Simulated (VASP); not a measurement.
A run of VASP 6.6.1:

INCAR

```
SYSTEM = Rh
PREC = Accurate
ENCUT = 520
EDIFF = 1E-6
ISMEAR = 0
SIGMA = 0.15
LREAL = .False.
LASPH = .True.
NELM = 100
ALGO = Fast
ISIF = 2
LWAVE = .False.
LCHARG = .False.
GGA = PS
NBANDS = 38
```

File KPOINTS:

```
regular mesh
0
Gamma
  18 18 6
  0 0 0
```

File POSCAR:

```
Rh
1.0
    2.6755648908      0.0000000000      0.0000000000
   -1.3377824454      2.3171071649      0.0000000000
    0.0000000000      0.0000000000      8.0293000000
Rh
4
Direct
    0.0000000000      0.0000000000      0.0000000000
    0.3333333333      0.6666666667      0.2500000000
    0.0000000000      0.0000000000      0.5000000000
    0.6666666667      0.3333333333      0.7500000000
```

Potentials or basis: VASP PAW PBE potentials, release 64 (Rh_pv).

Run with:

```console
$ cat potpaw_PBE.64/Rh_pv/POTCAR > POTCAR
$ mpirun -np 1 vasp_std > vasp.out
```

Hardware: 1 thread of Intel(R) Xeon(R) Platinum 8375C CPU @ 2.90GHz (Ice Lake), with other jobs on the host.

Problem. How long does it take, and how much memory?

Solution. Run time: 4.2 min on 1 thread of Intel(R) Xeon(R) Platinum 8375C CPU @ 2.90GHz (Ice Lake), with other jobs on the host, peak memory 0.3 GiB. Counts: scf iterations 14, k points 148.
